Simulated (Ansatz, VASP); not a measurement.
**GeW in VASP and in Ansatz**

```
Ge W
1.0
     6.57694    0.00000    0.00000
     0.00000    6.57694    0.00000
     0.00000    0.00000    4.95506
Ge W
4 4
Direct
  0.00000 0.32827 0.00000
  0.00000 0.67173 0.00000
  0.32827 0.00000 0.50000
  0.67173 0.00000 0.50000
  0.00000 0.00000 0.75000
  0.00000 0.00000 0.25000
  0.50000 0.50000 0.75000
  0.50000 0.50000 0.25000
```

Alike in both runs: functional PBE; k mesh 3 × 3 × 4; occupations gaussian, width 0.2 eV; no spin polarisation.

Ansatz relaxed the structure, and its values are those at the end. VASP's run is a single point on that final structure, the one shown.

|  | VASP | Ansatz |
| --- | --- | --- |
| version | VASP 6.6.1 | Ansatz 0.2.0 |
| potentials or method | VASP PAW PBE potentials, release 64 (Ge_d, W_sv), cutoff 500 eV | scalar-relativistic, plane waves, PAW |
| valence electrons in the cell | 112 | 112 |

|  | VASP | Ansatz | Ansatz less VASP |
| --- | --- | --- | --- |
| gap on the k mesh at the Fermi level (eV) | none | none | - |
| pressure (GPa) | 0.3 | 0.1 | -0.14 |
| rms of the force components (eV/Å) | 0.008 | 0.019 | +0.0116 |

A gap of «none» marks a metal or a gap that the smearing closes.

Spin-orbit coupling is off throughout.
